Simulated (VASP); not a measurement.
Input of a VASP 6.6.1 run:

Contents of INCAR:

```
PREC = Accurate
ENCUT = 500
EDIFF = 1E-7
ISMEAR = 0
SIGMA = 0.02
LREAL = False
LASPH = True
NELM = 120
ALGO = Normal
ISIF = 3
LWAVE = False
LCHARG = False
IBRION = 2
NSW = 100
EDIFFG = -0.002
GGA_COMPAT = False
NELMIN = 4
```

KPOINTS

```
regular mesh
0
Gamma
  6 6 6
```

Contents of POSCAR:

```
K2S
1.0
    0.0000000000      3.7069394600      3.7069394600
    3.7069394600      0.0000000000      3.7069394600
    3.7069394600      3.7069394600      0.0000000000
K S
2 1
Direct
    0.7500000000      0.7500000000      0.7500000000
    0.2500000000      0.2500000000      0.2500000000
    0.0000000000      0.0000000000      0.0000000000
```

Potentials or basis: VASP PAW LDA potentials, release 64 (K_sv, S).

Run with:

```bash
$ cat potpaw_LDA.64/K_sv/POTCAR potpaw_LDA.64/S/POTCAR > POTCAR
$ mpirun -np 1 vasp_std > vasp.out
```

(1) Estimate the relaxed volume.

(2) Estimate the band gap on the k mesh.

(3) What does it give for the relaxed cell?

Answers

(1) 31.09 Å³/atom.

(2) 2.31 eV (least direct gap 2.61 eV).

(3) a = 5.090 Å, b = 5.090 Å, c = 5.090 Å, α = 60.00°, β = 60.00°, γ = 60.00°.
